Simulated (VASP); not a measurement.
# AlAs (fl.b) (F-43m) in VASP: a series of runs

Runs on AlAs (fl.b). Level: LDA. Tasks: single point.

Everything below comes from runs of VASP 6.6.1. Logs are shortened: lines on timing, memory, paths and dates and some standing lists are left out, and cuts for length are marked.

## Step 1: The cell of the first run

The structure is cubic, space group F-43m (No. 216). Conventional cell: a = 5.680 Å, b = 5.680 Å, c = 5.680 Å, α = 90.00°, β = 90.00°, γ = 90.00°. Al (site symmetry -43m) has 4 As at 2.46 Å within 3.2 Å. Within 3.2 Å of As (site symmetry -43m) lie 4 Al at 2.46 Å.

## Step 2: Single point, LDA

INCAR

```
PREC     = Accurate       # precision mode
ENCUT    = 500            # plane-wave cutoff, eV
EDIFF    = 1E-6           # SCF threshold, eV
ISMEAR   = 0              # smearing method
SIGMA    = 0.1            # smearing width, eV
LREAL    = F              # projectors in reciprocal space
LASPH    = T              # aspherical terms in the spheres
NELM     = 120            # most SCF steps
ALGO     = Normal         # electronic algorithm
ISIF     = 2              # what is computed and relaxed
LWAVE    = F              # write WAVECAR
LCHARG   = T              # write CHGCAR
LELF     = T              # ELF
LVHAR    = T            
NBANDS   = 11             # bands
GGA_COMPAT= F
```

KPOINTS

```
regular mesh
0
Gamma
  6 6 6
```

POSCAR

```
AlAs
1.0
    0.0000000000      2.8400000000      2.8400000000
    2.8400000000      0.0000000000      2.8400000000
    2.8400000000      2.8400000000      0.0000000000
Al As
1 1
Direct
    0.0000000000      0.0000000000      0.0000000000
    0.2500000000      0.2500000000      0.2500000000
```

Potentials or basis: VASP PAW LDA potentials, release 64 (Al, As).

Run with:

```
> cat potpaw_LDA.64/Al/POTCAR potpaw_LDA.64/As/POTCAR > POTCAR
> mpirun -np 1 vasp_std > vasp.out
```

OUTCAR:

```text
PREC = Accurate
   ENCUT = 500
   EDIFF = 1E-6
   ISMEAR = 0
   LREAL = F
   LASPH = T
   NELM = 120
   ISIF = 2

 ion  position               nearest neighbor table
   1  0.000  0.000  0.000-   2 2.46   2 2.46   2 2.46   2 2.46
   2  0.250  0.250  0.250-   1 2.46   1 2.46   1 2.46   1 2.46

  LATTYP: Found a face centered cubic cell.
 ALAT       =     5.6800000000

  Lattice vectors:

 A1 = (   0.0000000000,   2.8400000000,   2.8400000000)
 A2 = (   2.8400000000,   0.0000000000,   2.8400000000)
 A3 = (   2.8400000000,   2.8400000000,   0.0000000000)

Analysis of symmetry for initial positions (statically):
=====================================================================
 Subroutine PRICEL returns:
 Original cell was already a primitive cell.

 Routine SETGRP: Setting up the symmetry group for a
 face centered cubic supercell.

 Subroutine GETGRP returns: Found 24 space group operations
 (whereof 24 operations were pure point group operations)
 out of a pool of 48 trial point group operations.

The static configuration has the point symmetry T_d .

Analysis of symmetry for dynamics (positions and initial velocities):
=====================================================================
 Subroutine PRICEL returns:
 Original cell was already a primitive cell.

 Routine SETGRP: Setting up the symmetry group for a
 face centered cubic supercell.

 Subroutine GETGRP returns: Found 24 space group operations
 (whereof 24 operations were pure point group operations)
 out of a pool of 48 trial point group operations.

The dynamic configuration has the point symmetry T_d .

 Subroutine INISYM returns: Found 24 space group operations
 (whereof 24 operations are pure point group operations),
 and found     1 'primitive' translations

----------------------------------------------------------------------------------------

                                     Primitive cell

  volume of cell :      45.8126

  direct lattice vectors                    reciprocal lattice vectors
     0.000000000  2.840000000  2.840000000    -0.176056338  0.176056338  0.176056338
     2.840000000  0.000000000  2.840000000     0.176056338 -0.176056338  0.176056338
     2.840000000  2.840000000  0.000000000     0.176056338  0.176056338 -0.176056338

  length of vectors
     4.016366517  4.016366517  4.016366517     0.304938522  0.304938522  0.304938522

  position of ions in fractional coordinates (direct lattice)
     0.000000000  0.000000000  0.000000000
[... 77 lines left out ...]
   POTIM  = 0.5000    time-step for ionic-motion
   TEBEG  =    0.0;   TEEND  =   0.0 temperature during run
   PSTRESS=    0.0 pullay stress
   NELECT =       8.0000    total number of electrons
   NUPDOWN=      -1.0000    fix difference up-down
   EMIN   =  10.00;   EMAX   =-10.00  energy-range for DOS
   EFERMI =   0.00;   METHOD = LEGACY
   ISMEAR =     0;   SIGMA  =   0.10  broadening in eV -4-tet -1-fermi 0-gaus
   EFERMI_NEDOS =   21; number of points for ismear=-14 and -15
   IALGO  =     38    algorithm
   IMIX   =      4    mixing-type and parameters
     AMIX     =   0.40;   BMIX     =  1.00
     AMIX_MAG =   1.60;   BMIX_MAG =  1.00
  volume/ion in A,a.u.               =      22.91       154.58
  Fermi-wavevector in a.u.,A,eV,Ry     =   0.915046  1.729187 11.392295  0.837310
  Thomas-Fermi vector in A             =   2.039743
   LORBIT       =      0    0 simple, 1 ext, 2 COOP (PROOUT), +10 PAW based schemes
   GGA     = CA    functional components
   LHFCALC =     F    Hartree Fock is set to
   AEXX    =    0.0000 exact exchange contribution
   IVDW    =     0    specifies the selected vdW correction
   LEPSILON=     F    determine dielectric tensor
   LRPA    =     F    only Hartree local field effects (RPA)
 non-spin polarized calculation
 Gauss-broadening in eV      SIGMA  =   0.10
  energy-cutoff  :      500.00
  volume of cell :       45.81
 maximum number of plane-waves:      1211
 NGX is ok and might be reduce to    30
   NGX = 15   NGY = 15   NGZ = 15

 number of electron       7.9999999 magnetization

 Free energy of the ion-electron system (eV)
  ---------------------------------------------------
  ext. energy  EPLUGINS =         0.00000000
  ---------------------------------------------------
  free energy    TOTEN  =       -10.49762787 eV

  energy without entropy =      -10.49762787  energy(sigma->0) =      -10.49762787

 E-fermi :   4.1706     XC(G=0):  -9.2389

 val. band max:        3.7008585704   @ k =   0.0000   0.0000   0.0000
 cond. band min:       5.0508751362   @ k =   0.5000   0.5000   0.0000
 fundamental gap:      1.3500165658
 Fermi energy:         4.1706184837

 k-point     1 :       0.0000    0.0000    0.0000
  band No.  band energies     occupation
      1      -8.1376      2.00000
      2       3.7009      2.00000
      3       3.7009      2.00000
      4       3.7009      2.00000
      5       5.5019      0.00000
      6       7.9248      0.00000
      7       7.9248      0.00000
      8       7.9248      0.00000
      9      12.2662      0.00000
     10      12.7105      0.00000
     11      12.7105      0.00000
[... 197 lines left out ...]
 k-point    16 :      -0.3333    0.5000    0.1667
  band No.  band energies     occupation
      1      -6.1851      2.00000
      2      -1.4798      2.00000
      3       0.7770      2.00000
      4       1.0240      2.00000
      5       6.7848      0.00000
      6       7.7092      0.00000
      7      10.6881      0.00000
      8      11.3877      0.00000
      9      14.0936      0.00000
     10      15.8673      0.00000
     11      16.0900      0.00000

------------------------ aborting loop because EDIFF is reached ----------------------------------------

  FORCE on cell =-STRESS in cart. coord.  units (eV):
  Direction    XX          YY          ZZ          XY          YZ          ZX
  --------------------------------------------------------------------------------------
  -------------------------------------------------------------------------------------
  Total       -0.4590036     -0.4590036     -0.4590036      0.0000000      0.0000000      0.0000000
  in kB      -16.0524639    -16.0524639    -16.0524639      0.0000000      0.0000000      0.0000000
  external PRESSURE =     -16.0524639 kB  Pullay stress =       0.0000000 kB

 VOLUME and BASIS-vectors are now :
 -----------------------------------------------------------------------------
  energy-cutoff  :      500.00
  volume of cell :       45.81
      direct lattice vectors                 reciprocal lattice vectors
     0.000000000  2.840000000  2.840000000    -0.176056338  0.176056338  0.176056338
     2.840000000  0.000000000  2.840000000     0.176056338 -0.176056338  0.176056338
     2.840000000  2.840000000  0.000000000     0.176056338  0.176056338 -0.176056338

 POSITION                                       TOTAL-FORCE (eV/Angst)
 -----------------------------------------------------------------------------------
      0.00000      0.00000      0.00000        -0.000000     -0.000000     -0.000000
      1.42000      1.42000      1.42000         0.000000      0.000000      0.000000
 -----------------------------------------------------------------------------------
    total drift:                               -0.000000     -0.000000     -0.000000

  FREE ENERGIE OF THE ION-ELECTRON SYSTEM (eV)
  ---------------------------------------------------
  free  energy   TOTEN  =       -10.4976278686 eV

  energy  without entropy=      -10.4976278686  energy(sigma->0) =      -10.49762787
```

OSZICAR:

```text
N       E                     dE             d eps       ncg     rms          rms(c)
DAV:   1     0.128828921673E+02    0.12883E+02   -0.30171E+03   352   0.534E+02
DAV:   2    -0.982196902490E+01   -0.22705E+02   -0.21519E+02   456   0.894E+01
DAV:   3    -0.108073685684E+02   -0.98540E+00   -0.98393E+00   443   0.183E+01
DAV:   4    -0.108141426498E+02   -0.67741E-02   -0.67737E-02   417   0.179E+00
DAV:   5    -0.108142353946E+02   -0.92745E-04   -0.92744E-04   423   0.202E-01    0.333E+00
DAV:   6    -0.105572851145E+02    0.25695E+00   -0.41793E-01   394   0.230E+00    0.188E+00
DAV:   7    -0.105013234981E+02    0.55962E-01   -0.18504E-01   400   0.163E+00    0.657E-01
DAV:   8    -0.104976635975E+02    0.36599E-02   -0.13499E-02   400   0.532E-01    0.934E-02
DAV:   9    -0.104976138671E+02    0.49730E-04   -0.82118E-04   409   0.142E-01    0.412E-02
DAV:  10    -0.104976258507E+02   -0.11984E-04   -0.30738E-05   397   0.295E-02    0.133E-02
DAV:  11    -0.104976283542E+02   -0.25035E-05   -0.65759E-06   406   0.119E-02    0.677E-03
DAV:  12    -0.104976278686E+02    0.48560E-06   -0.17323E-06   241   0.517E-03
   1 F= -.10497628E+02 E0= -.10497628E+02  d E =-.204324E-12
```

It took 5.3 s on 1 thread of AMD EPYC 9R45 (Zen 5), shared host; peak memory 0.11 GiB.

What came out:

| Property | Result |
| --- | --- |
| Free energy | -10.4976 eV |
| Pressure | -1.6 GPa |
| Band gap on the k mesh | 1.35 eV, indirect (least direct gap 1.80 eV) |

Levels at points of the mesh, in eV from the valence-band top:
```csv
k point,band 2,band 3,band 4,band 5,band 6,band 7
"(0.00, 0.00, 0.00)",0.00,0.00,0.00,1.80,4.22,4.22
"(0.50, 0.00, 0.00)",-5.55,-0.82,-0.82,1.98,4.62,4.62
"(0.50, 0.50, 0.00)",-5.42,-2.16,-2.16,1.35,2.19,10.12
```

A k mesh can miss the band edges.

## Step 3: Single point, LDA

This run uses another cell than the first one, of 22.29 Å³/atom, 0.973 times its volume.

INCAR

```
ALGO = Normal ; EDIFF = 1E-6
ENCUT = 500 ; GGA_COMPAT = False
ISIF = 2 ; ISMEAR = 0
LASPH = True ; LCHARG = False
LREAL = False ; LWAVE = False
NBANDS = 11 ; NELM = 120
PREC = Accurate ; SIGMA = 0.02
```

KPOINTS

```
k-points
0
Gamma
  8 8 8
```

POSCAR

```
AlAs
1.0
    0.0000000000      2.8143769290      2.8143769290
    2.8143769290      0.0000000000      2.8143769290
    2.8143769290      2.8143769290      0.0000000000
Al As
1 1
Direct
    0.0000000000      0.0000000000      0.0000000000
    0.2500000000      0.2500000000      0.2500000000
```

Potentials or basis: VASP PAW LDA potentials, release 64 (Al, As).

Run with:

```
> cat potpaw_LDA.64/Al/POTCAR potpaw_LDA.64/As/POTCAR > POTCAR
> mpirun -np 1 vasp_std > vasp.out
```

Run time: 7.5 s. Hardware: 1 thread of AMD EPYC 9R45 (Zen 5), shared host; peak memory 0.12 GiB.

The run converged. Its results:

```
Free energy            : -10.5139 eV
Pressure               : 0.4 GPa
Band gap on the k mesh : 1.31 eV, indirect (least direct gap 2.02 eV)
```

Levels at points of the mesh, in eV from the valence-band top:
```csv
k point,band 1,band 2,band 3,band 4,band 5,band 6,band 7,band 8
"(0.00, 0.00, 0.00)",-11.99,0.00,0.00,0.00,2.02,4.27,4.27,4.27
"(0.50, 0.00, 0.00)",-10.54,-5.67,-0.84,-0.84,2.09,4.65,4.65,7.62
"(0.50, 0.50, 0.00)",-9.97,-5.51,-2.22,-2.22,1.31,2.20,10.33,10.33
```

## Step 4: Single point, LDA

This run uses another cell than the first one, of 22.29 Å³/atom, 0.973 times its volume.

INCAR

```
PREC     = Accurate       # precision mode
ENCUT    = 500            # plane-wave cutoff, eV
EDIFF    = 1E-6           # SCF threshold, eV
ISMEAR   = 0              # smearing method
SIGMA    = 0.02           # smearing width, eV
LREAL    = F              # projectors in reciprocal space
LASPH    = T              # aspherical terms in the spheres
NELM     = 120            # most SCF steps
ALGO     = Normal         # electronic algorithm
ISIF     = 2              # what is computed and relaxed
LWAVE    = F              # write WAVECAR
LCHARG   = F              # write CHGCAR
GGA      = CA             # functional
NBANDS   = 11             # bands
GGA_COMPAT= F
```

KPOINTS

```
regular mesh
0
Gamma
  8 8 8
```

POSCAR is that of step 3.

Run with:

```
> cat potpaw_LDA.64/Al/POTCAR potpaw_LDA.64/As/POTCAR > POTCAR
> mpirun -np 1 vasp_std > vasp.out
```

Run time: 7.8 s. Hardware: 1 thread of AMD EPYC 9R45 (Zen 5), shared host; peak memory 0.12 GiB.

The run converged. Its results:

```
Free energy            : -10.5139 eV
Pressure               : 0.4 GPa
Band gap on the k mesh : 1.31 eV, indirect (least direct gap 2.02 eV)
```

Levels at points of the mesh, in eV from the valence-band top:
```tsv
k point	band 1	band 2	band 3	band 4	band 5	band 6	band 7	band 8
(0.00, 0.00, 0.00)	-11.99	0.00	0.00	0.00	2.02	4.27	4.27	4.27
(0.50, 0.00, 0.00)	-10.54	-5.67	-0.84	-0.84	2.09	4.65	4.65	7.62
(0.50, 0.50, 0.00)	-9.97	-5.51	-2.22	-2.22	1.31	2.20	10.33	10.33
```
